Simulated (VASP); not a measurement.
Wanted: the native input for a VASP 6.6.1 run.

| Property | Result |
| --- | --- |
| Task | single point |
| Functional | PBE |
| Potentials or basis | VASP PAW PBE potentials, release 64 (Zn, S) |
| Cutoff | 500 eV |
| k mesh | 6 × 6 × 6 |
| Occupations | gaussian, width 0.01 eV |
| Spin | no spin polarisation |
| Dipole correction | no |
| Further INCAR settings | ALGO = Normal; EDIFF = 1e-06; NBANDS = 46 |

The structure of ZnS lies in POSCAR:

```
ZnS
1.0
   -3.7152225855      3.7152225855      3.7152225855
    3.7152225855     -3.7152225855      3.7152225855
    3.7152225855      3.7152225855     -3.7152225855
Zn S
4 4
Direct
    0.3142343687      0.3142343687      0.3142343687
    0.0000000000      0.0000000000      0.6857656313
    0.0000000000      0.6857656313      0.0000000000
    0.6857656313      0.0000000000      0.0000000000
    0.6670882828      0.6670882828      0.6670882828
    0.0000000000      0.0000000000      0.3329117172
    0.0000000000      0.3329117172      0.0000000000
    0.3329117172      0.0000000000      0.0000000000
```

One way to write it, as run:

INCAR

```
ALGO = Normal ; EDIFF = 1E-6
ENCUT = 500 ; GGA = PE
GGA_COMPAT = False ; ISIF = 2
ISMEAR = 0 ; LASPH = True
LCHARG = False ; LREAL = False
LWAVE = False ; NBANDS = 46
NELM = 120 ; PREC = Accurate
SIGMA = 0.01
```

KPOINTS

```
k-points
0
Gamma
  6 6 6
```

Potentials or basis: VASP PAW PBE potentials, release 64 (Zn, S).

The run is started by

```console
$ cat potpaw_PBE.64/Zn/POTCAR potpaw_PBE.64/S/POTCAR > POTCAR
$ mpirun -np 1 vasp_std > vasp.out
```

Results of the run:

| Property | Result |
| --- | --- |
| Pressure | 0.1 GPa |
| Largest force | 0.008 eV/Å |
| Band gap on the k mesh | 2.32 eV (least direct gap 2.34 eV) |

It took 3.4 min on 1 thread of Oxide Virtual Turin-like Processor, on a shared host, peak memory 0.33 GiB.
